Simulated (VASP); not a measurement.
Write the native input for VASP 6.6.1 that does the following.

```yaml
Task: single point
Functional: PBEsol
Potentials_or_basis: VASP PAW PBE potentials, release 64 (Ta_pv, N)
Cutoff: 520 eV
k_mesh: 14 × 14 × 8
Occupations: gaussian, width 0.1 eV
Spin: no spin polarisation
Dipole_correction: no
Further_INCAR_settings: ALGO = Normal; EDIFF = 1e-06; NBANDS = 20
```

The structure of Ta2N lies in POSCAR:

```
Ta2N
1.0
    3.1690797848     -0.0316889301      0.1123743004
   -1.6119833109      2.7286722138     -0.1123679794
    0.1758012601     -0.1014874864      5.3674900518
Ta N
2 1
Direct
    0.6382395298      0.3480132226      0.7430200049
    0.3480132226      0.6382395298      0.2569799951
    0.0137472476      0.0137472476      0.0000000000
```

This cell differs from its parent crystal: strained and its atoms moved.

These files were run (other wordings do the same):

INCAR

```
  PREC = Accurate
  ENCUT = 520
  EDIFF = 1E-6
  ISMEAR = 0
  SIGMA = 0.1
  LREAL = F
  LASPH = T
  NELM = 80
  ALGO = Normal
  ISIF = 2
  LWAVE = F
  LCHARG = F
  GGA = PS
  NBANDS = 20
```

KPOINTS

```
regular mesh
0
Gamma
  14 14 8
```

Potentials or basis: VASP PAW PBE potentials, release 64 (Ta_pv, N).

The run is started by

```bash
$ cat potpaw_PBE.64/Ta_pv/POTCAR potpaw_PBE.64/N/POTCAR > POTCAR
$ mpirun -np 1 vasp_std > vasp.out
```

Results of the run:

* Pressure: -29.0 GPa
* Largest force: 0.740 eV/Å

Caveat: the cell differs from its parent crystal (strained and its atoms moved); the PAW data sets were made with another functional, which shifts forces and pressure a little.

Run time: 2.2 min on 1 thread of Intel(R) Xeon(R) 6975P-C (Granite Rapids) (shared host), peak memory 0.44 GiB.
